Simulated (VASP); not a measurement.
# BaTe (I4mm) in VASP: a series of runs

BaTe is run at these levels: r2SCAN; tasks: single point.

All numbers are computed with VASP 6.6.1; they aren't measurements. Logs are shortened: lines on timing, memory, paths and dates and some standing lists are left out, and cuts for length are marked.

**1. The cell of the first run**

The structure is tetragonal, space group I4mm (No. 107). Conventional cell: a = 4.822 Å, b = 4.822 Å, c = 6.820 Å, α = 90.00°, β = 90.00°, γ = 90.00°. Ba (site symmetry 4mm) has 6 Te at 3.21 to 3.61 Å within 4.2 Å. Te (site symmetry 4mm) has 6 Ba at 3.21 to 3.61 Å within 4.2 Å.

**2. Single point, r2SCAN (all Te atoms moved -0.200 Å, as atom 2 along Cartesian [0 1 0])**

File POSCAR:

```
BaTe
1.0
    0.0000000000      3.4100000000      3.4100000000
    3.4100000000      0.0000000000      3.4100000000
    3.4100000000      3.4100000000      0.0000000000
Ba Te
1 1
Direct
    0.0000000000      0.0000000000      0.0000000000
    0.4706744868      0.5293255132      0.4706744868
```

File INCAR.step1:

```
PREC = Accurate
ENCUT = 520
ISMEAR = 0
SIGMA = 0.05
LREAL = F
LASPH = T
NELM = 80
NBANDS = 15
GGA = PE
ALGO = Normal
EDIFF = 1E-4
LWAVE = T
LCHARG = F
```

File INCAR.step2:

```
PREC = Accurate
ENCUT = 520
EDIFF = 1E-6
ISMEAR = 0
SIGMA = 0.05
LREAL = F
LASPH = T
NELM = 80
ALGO = Normal
ISIF = 2
LWAVE = F
LCHARG = F
METAGGA = R2SCAN
LMIXTAU = T
NBANDS = 15
ISTART = 1
```

File KPOINTS:

```
regular mesh
0
Gamma
  8 8 8
```

Potentials or basis: VASP PAW PBE potentials, release 64 (Ba_sv, Te).

Started as:

```
cat potpaw_PBE.64/Ba_sv/POTCAR potpaw_PBE.64/Te/POTCAR > POTCAR
cp INCAR.step1 INCAR
mpirun -np 1 vasp_std > vasp.out
cp INCAR.step2 INCAR
mpirun -np 1 vasp_std > vasp.out
```

OUTCAR:

```text
PREC = Accurate
   ENCUT = 520
   EDIFF = 1E-6
   ISMEAR = 0
   LREAL = F
   LASPH = T
   NELM = 80
   ISIF = 2
   METAGGA = R2SCAN
   ISTART = 1

 ion  position               nearest neighbor table
   1  0.000  0.000  0.000-   2 3.21   2 3.42   2 3.42   2 3.42   2 3.42   2 3.61
   2  0.471  0.529  0.471-   1 3.21   1 3.42   1 3.42   1 3.42   1 3.42   1 3.61

  LATTYP: Found a face centered cubic cell.
 ALAT       =     6.8200000000

  Lattice vectors:

 A1 = (   0.0000000000,   3.4100000000,   3.4100000000)
 A2 = (   3.4100000000,   0.0000000000,   3.4100000000)
 A3 = (   3.4100000000,   3.4100000000,   0.0000000000)

Analysis of symmetry for initial positions (statically):
=====================================================================
 Subroutine PRICEL returns:
 Original cell was already a primitive cell.

 Routine SETGRP: Setting up the symmetry group for a
 face centered cubic supercell.

 Subroutine GETGRP returns: Found  8 space group operations
 (whereof  8 operations were pure point group operations)
 out of a pool of 48 trial point group operations.

The static configuration has the point symmetry C_4v.

Analysis of symmetry for dynamics (positions and initial velocities):
=====================================================================
 Subroutine PRICEL returns:
 Original cell was already a primitive cell.

 Routine SETGRP: Setting up the symmetry group for a
 face centered cubic supercell.

 Subroutine GETGRP returns: Found  8 space group operations
 (whereof  8 operations were pure point group operations)
 out of a pool of 48 trial point group operations.

The dynamic configuration has the point symmetry C_4v.

 Subroutine INISYM returns: Found  8 space group operations
 (whereof  8 operations are pure point group operations),
 and found     1 'primitive' translations

----------------------------------------------------------------------------------------

                                     Primitive cell

  volume of cell :      79.3036

  direct lattice vectors                    reciprocal lattice vectors
     0.000000000  3.410000000  3.410000000    -0.146627566  0.146627566  0.146627566
     3.410000000  0.000000000  3.410000000     0.146627566 -0.146627566  0.146627566
     3.410000000  3.410000000  0.000000000     0.146627566  0.146627566 -0.146627566

  length of vectors
     4.822468248  4.822468248  4.822468248     0.253966394  0.253966394  0.253966394

  position of ions in fractional coordinates (direct lattice)
     0.000000000  0.000000000  0.000000000
     0.470674487  0.529325513  0.470674487

  ion indices of the primitive-cell ions
   primitive index   ion index
                 1           1
                 2           2

----------------------------------------------------------------------------------------

 KPOINTS: regular mesh

Automatic generation of k-mesh.
 Grid dimensions read from file:
 generate k-points for:    8    8    8

 Generating k-lattice:

  Cartesian coordinates                     Fractional coordinates (reciprocal lattice)
    -0.018328446  0.018328446  0.018328446     0.125000000  0.000000000  0.000000000
     0.018328446 -0.018328446  0.018328446     0.000000000  0.125000000  0.000000000
     0.018328446  0.018328446 -0.018328446     0.000000000  0.000000000  0.125000000

  Length of vectors
     0.031745799  0.031745799  0.031745799

  Shift w.r.t. Gamma in fractional coordinates (k-lattice)
     0.000000000  0.000000000  0.000000000

 Subroutine IBZKPT returns following result:
 ===========================================

 Found     59 irreducible k-points:

 Following reciprocal coordinates:
            Coordinates               Weight
  0.000000  0.000000  0.000000      1.000000
  0.125000  0.000000  0.000000      8.000000
  0.250000  0.000000  0.000000      8.000000
  0.375000  0.000000  0.000000      8.000000
  0.500000  0.000000  0.000000      4.000000
  0.125000  0.125000  0.000000      4.000000
[... 16 lines left out ...]
  0.250000  0.000000  0.375000      8.000000
  0.500000  0.250000  0.000000     16.000000
 [... further k-points ...]
   k-points           NKPTS =     59   k-points in BZ     NKDIM =     59   number of bands    NBANDS=     15
   number of dos      NEDOS =    301   number of ions     NIONS =      2
   total plane-waves  NPLWV =  46656
   dimension x,y,z NGX =    36 NGY =   36 NGZ =   36
   dimension x,y,z NGXF=    72 NGYF=   72 NGZF=   72
   ions per type =               1   1
   NGX,Y,Z   is equivalent  to a cutoff of  12.41, 12.41, 12.41 a.u.
   NGXF,Y,Z  is equivalent  to a cutoff of  24.82, 24.82, 24.82 a.u.
 SYSTEM =  unknown system
   PREC   = accura    normal or accurate (medium, high low for compatibility)
   ISTART =      1    job   : 0-new  1-cont  2-samecut
   ICHARG =      0    charge: 1-file 2-atom 10-const
   ISPIN  =      1    spin polarized calculation?
   LNONCOLLINEAR =      F non collinear calculations
   LSORBIT =      F    spin-orbit coupling
   LASPH  =      T    aspherical Exc in radial PAW
   ENCUT  =  520.0 eV  38.22 Ry    6.18 a.u.   8.97  8.97  8.97*2*pi/ulx,y,z
   NELM   =     80;   NELMIN=  2; NELMDL=  0     # of ELM steps
   EDIFF  = 0.1E-05   stopping-criterion for ELM
   LREAL  =      F    real-space projection
[... 7 lines left out ...]
   TEBEG  =    0.0;   TEEND  =   0.0 temperature during run
   PSTRESS=    0.0 pullay stress
   NELECT =      16.0000    total number of electrons
   NUPDOWN=      -1.0000    fix difference up-down
   EMIN   =  10.00;   EMAX   =-10.00  energy-range for DOS
   EFERMI =   0.00;   METHOD = LEGACY
   ISMEAR =     0;   SIGMA  =   0.05  broadening in eV -4-tet -1-fermi 0-gaus
   EFERMI_NEDOS =   21; number of points for ismear=-14 and -15
   IALGO  =     38    algorithm
   IMIX   =      4    mixing-type and parameters
     AMIX     =   0.40;   BMIX     =  1.00
     AMIX_MAG =   1.60;   BMIX_MAG =  1.00
  volume/ion in A,a.u.               =      39.65       267.58
  Fermi-wavevector in a.u.,A,eV,Ry     =   0.960175  1.814468 12.543704  0.921936
  Thomas-Fermi vector in A             =   2.089436
   LORBIT       =      0    0 simple, 1 ext, 2 COOP (PROOUT), +10 PAW based schemes
   METAGGA = R2SCAN    functional components
   LHFCALC =     F    Hartree Fock is set to
   AEXX    =    0.0000 exact exchange contribution
   IVDW    =     0    specifies the selected vdW correction
   LEPSILON=     F    determine dielectric tensor
   LRPA    =     F    only Hartree local field effects (RPA)
 non-spin polarized calculation
 Gauss-broadening in eV      SIGMA  =   0.05
  energy-cutoff  :      520.00
  volume of cell :       79.30
 maximum number of plane-waves:      2150
   NGX = 17   NGY = 17   NGZ = 17

 number of electron      16.0000000 magnetization

 Free energy of the ion-electron system (eV)
  ---------------------------------------------------
  ext. energy  EPLUGINS =         0.00000000
  ---------------------------------------------------
  free energy    TOTEN  =       -55.83578479 eV

  energy without entropy =      -55.83578479  energy(sigma->0) =      -55.83578479

 E-fermi :   2.8089     XC(G=0):  -8.9606

 val. band max:        2.5261231477   @ k =   0.0000   0.0000   0.0000
 cond. band min:       4.2741630086   @ k =   0.5000   0.0000   0.5000
 fundamental gap:      1.7480398609
 Fermi energy:         2.8088959525

 k-point     1 :       0.0000    0.0000    0.0000
  band No.  band energies     occupation
      1     -25.0191      2.00000
      2      -9.8070      2.00000
      3      -9.7685      2.00000
      4      -9.7685      2.00000
      5      -7.4058      2.00000
      6       2.5113      2.00000
      7       2.5113      2.00000
      8       2.5261      2.00000
      9       5.8827      0.00000
     10       5.9586      0.00000
     11       5.9586      0.00000
     12       6.5085      0.00000
     13       6.6446      0.00000
     14       6.7825      0.00000
     15      10.0568      0.00000

 k-point     2 :       0.1250    0.0000    0.0000
  band No.  band energies     occupation
      1     -25.0158      2.00000
      2      -9.9105      2.00000
      3      -9.7845      2.00000
      4      -9.7705      2.00000
      5      -7.2362      2.00000
      6       1.9748      2.00000
      7       2.2651      2.00000
      8       2.3216      2.00000
      9       5.9157      0.00000
     10       6.1103      0.00000
     11       6.1139      0.00000
     12       7.1179      0.00000
     13       7.1994      0.00000
     14       7.3732      0.00000
     15      10.6187      0.00000

 k-point     3 :       0.2500    0.0000    0.0000
  band No.  band energies     occupation
      1     -25.0080      2.00000
      2     -10.1481      2.00000
      3      -9.7906      2.00000
      4      -9.7752      2.00000
      5      -6.8634      2.00000
      6       1.0964      2.00000
      7       1.7955      2.00000
      8       1.8355      2.00000
      9       6.1082      0.00000
     10       6.6572      0.00000
     11       6.6644      0.00000
     12       8.3737      0.00000
     13       8.4650      0.00000
     14       8.6362      0.00000
     15      11.7080      0.00000
[... 343 lines left out ...]
 k-point    23 :       0.2500    0.0000    0.3750
  band No.  band energies     occupation
      1     -24.9978      2.00000
      2     -10.1720      2.00000
      3      -9.8534      2.00000
      4      -9.8424      2.00000
      5      -6.8690      2.00000
      6       0.8790      2.00000
      7       1.9156      2.00000
      8       2.0344      2.00000
      9       4.9701      0.00000
     10       7.6284      0.00000
     11       7.8855      0.00000
     12       8.4620      0.00000
     13       8.5019      0.00000
     14      10.3936      0.00000
     15      11.7980      0.00000

 k-point    24 :       0.5000    0.2500    0.0000
  band No.  band energies     occupation
      1     -24.9933      2.00000
      2     -10.2213      2.00000
      3      -9.9009      2.00000
      4      -9.8442      2.00000
      5      -6.7532      2.00000
      6       0.8607      2.00000
      7       1.4533      2.00000
      8       1.7427      2.00000
      9       5.5973      0.00000
     10       8.2892      0.00000
     11       8.4755      0.00000
     12       8.8304      0.00000
     13       8.9749      0.00000
     14      10.0152      0.00000
     15      10.9137      0.00000

 [... further k-points ...]
[... 5 lines left out ...]
  --------------------------------------------------------------------------------------
  -------------------------------------------------------------------------------------
  Total        2.1111769      3.0723784      2.1111769      0.0000000      0.0000000      0.0000000
  in kB       42.6522619     62.0714884     42.6522619      0.0000000      0.0000000      0.0000000
  external PRESSURE =      49.1253374 kB  Pullay stress =       0.0000000 kB

 VOLUME and BASIS-vectors are now :
 -----------------------------------------------------------------------------
  energy-cutoff  :      520.00
  volume of cell :       79.30
      direct lattice vectors                 reciprocal lattice vectors
     0.000000000  3.410000000  3.410000000    -0.146627566  0.146627566  0.146627566
     3.410000000  0.000000000  3.410000000     0.146627566 -0.146627566  0.146627566
     3.410000000  3.410000000  0.000000000     0.146627566  0.146627566 -0.146627566

 POSITION                                       TOTAL-FORCE (eV/Angst)
 -----------------------------------------------------------------------------------
      0.00000      0.00000      0.00000         0.000000     -0.741166      0.000000
      3.41000      3.21000      3.41000         0.000000      0.741166      0.000000
 -----------------------------------------------------------------------------------
    total drift:                               -0.000000     -0.000164     -0.000000

  FREE ENERGIE OF THE ION-ELECTRON SYSTEM (eV)
  ---------------------------------------------------
  free  energy   TOTEN  =       -55.8357847925 eV

  energy  without entropy=      -55.8357847925  energy(sigma->0) =      -55.83578479
```

Wall time 4.1 min (1 thread of Intel Xeon 8259CL, shared host); peak memory 0.26 GiB.

What came out:

* Free energy: -55.8358 eV
* Pressure: 4.9 GPa
* Largest force: 0.741 eV/Å
* Band gap on the k mesh: 1.75 eV (least direct gap 2.07 eV)

Forces on the atoms (eV/Å):
```
Ba   0.000 -0.741  0.000
Te   0.000  0.741  0.000
```

Caveat: the cell differs from its parent crystal (all Te atoms moved -0.200 Å, as atom 2 along Cartesian [0 1 0]); the cell stands under pressure; the PAW data sets were made with another functional, which shifts forces and pressure a little; spin-orbit coupling is left out, which moves the levels of the heavy elements. A k mesh can miss the band edges.

**3. Single point, r2SCAN (all Te atoms moved +0.150 Å, as atom 2 along Cartesian [0 1 0])**

POSCAR, as its differences from that of step 2:

```diff
@@ -9,2 +9,2 @@
     0.0000000000      0.0000000000      0.0000000000
-    0.4706744868      0.5293255132      0.4706744868
+    0.5219941349      0.4780058651      0.5219941349
```

File INCAR.step1:

```
SYSTEM = BaTe
PREC     = Accurate       ! precision mode
ENCUT    = 520            ! plane-wave cutoff, eV
ISMEAR   = 0              ! smearing method
SIGMA    = 0.05           ! smearing width, eV
LREAL    = .FALSE.        ! projectors in reciprocal space
LASPH    = .TRUE.         ! aspherical terms in the spheres
NELM     = 100            ! most SCF steps
NBANDS   = 15             ! bands
GGA      = PE             ! functional
ALGO     = Normal         ! electronic algorithm
EDIFF    = 1E-4           ! SCF threshold, eV
LWAVE    = .TRUE.         ! write WAVECAR
LCHARG   = .FALSE.        ! write CHGCAR
```

File INCAR.step2:

```
SYSTEM = BaTe
PREC     = Accurate       ! precision mode
ENCUT    = 520            ! plane-wave cutoff, eV
EDIFF    = 1E-6           ! SCF threshold, eV
ISMEAR   = 0              ! smearing method
SIGMA    = 0.05           ! smearing width, eV
LREAL    = .FALSE.        ! projectors in reciprocal space
LASPH    = .TRUE.         ! aspherical terms in the spheres
NELM     = 100            ! most SCF steps
ALGO     = Normal         ! electronic algorithm
ISIF     = 2              ! what is computed and relaxed
LWAVE    = .FALSE.        ! write WAVECAR
LCHARG   = .FALSE.        ! write CHGCAR
METAGGA  = R2SCAN         ! meta-GGA
LMIXTAU  = .TRUE.       
NBANDS   = 15             ! bands
ISTART   = 1
```

File KPOINTS:

```
regular mesh
0
G
  8 8 8
  0 0 0
```

Potentials or basis: VASP PAW PBE potentials, release 64 (Ba_sv, Te).

Started as:

```
cat potpaw_PBE.64/Ba_sv/POTCAR potpaw_PBE.64/Te/POTCAR > POTCAR
cp INCAR.step1 INCAR
mpirun -np 1 vasp_std > vasp.out
cp INCAR.step2 INCAR
mpirun -np 1 vasp_std > vasp.out
```

It took 4 min on 1 thread of Intel Xeon 8259CL, shared host; peak memory 0.26 GiB.

Results (log left out):

```
Free energy            : -55.8675 eV
Pressure               : 4.7 GPa
Largest force          : 0.533 eV/Å
Band gap on the k mesh : 1.72 eV (least direct gap 2.07 eV)
```

Forces in eV/Å, atoms in the order of the input:
```
Ba   0.000  0.533  0.000
Te   0.000 -0.533  0.000
```

Stress tensor (GPa, compression positive):
```
4.37 0.00 0.00
0.00 5.46 0.00
0.00 0.00 4.37
```

Levels at points of the mesh, in eV from the valence-band top:
```tsv
k point	band 5	band 6	band 7	band 8	band 9	band 10	band 11	band 12
(0.00, 0.00, 0.00)	-9.96	-0.01	-0.01	0.00	3.32	3.37	3.37	3.97
(0.50, 0.00, 0.00)	-8.93	-2.41	-1.26	-1.25	4.75	5.48	5.60	5.61
(0.50, 0.50, 0.00)	-9.72	-1.13	-0.43	-0.34	1.81	5.12	5.74	6.56
(0.50, 0.00, 0.50)	-9.71	-1.10	-0.35	-0.35	1.72	5.11	5.78	6.48
```

Caveat: the cell differs from its parent crystal (all Te atoms moved +0.150 Å, as atom 2 along Cartesian [0 1 0]); the cell stands under pressure; the PAW data sets were made with another functional, which shifts forces and pressure a little; spin-orbit coupling is left out, which moves the levels of the heavy elements.
